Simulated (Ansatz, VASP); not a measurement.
Sb2Au in VASP and in Ansatz

```
Sb Au
1.0
     0.00000    3.38614    3.38614
     3.38614    0.00000    3.38614
     3.38614    3.38614    0.00000
Sb Au
2 1
Direct
  0.25000 0.25000 0.25000
  0.75000 0.75000 0.75000
  0.00000 0.00000 0.00000
```

Alike in both runs: task single point; functional LDA; k mesh 6 × 6 × 6; no spin polarisation.

```csv
,VASP,Ansatz
version,VASP 6.6.1,Ansatz 0.2.0
potentials or method,"VASP PAW LDA potentials, release 64 (Sb, Au), cutoff 520 eV","plane waves, PAW"
occupations,"methfessel-paxton of order 1, width 0.3 eV","cold, width 0.3 eV"
valence electrons in the cell,21,49
```

VASP gave:

- pressure (GPa): -1.5

**Question.** Estimate Ansatz's values.

**Answer.** Pressure (GPa): -1.7.

LDA's correlation is that of Perdew and Zunger in VASP and of Perdew and Wang (1992) in Ansatz. VASP's potentials hold 21 valence electrons a cell and Ansatz's 49, so a difference there can come from the potentials and not from the codes.

Spin-orbit coupling is off throughout.
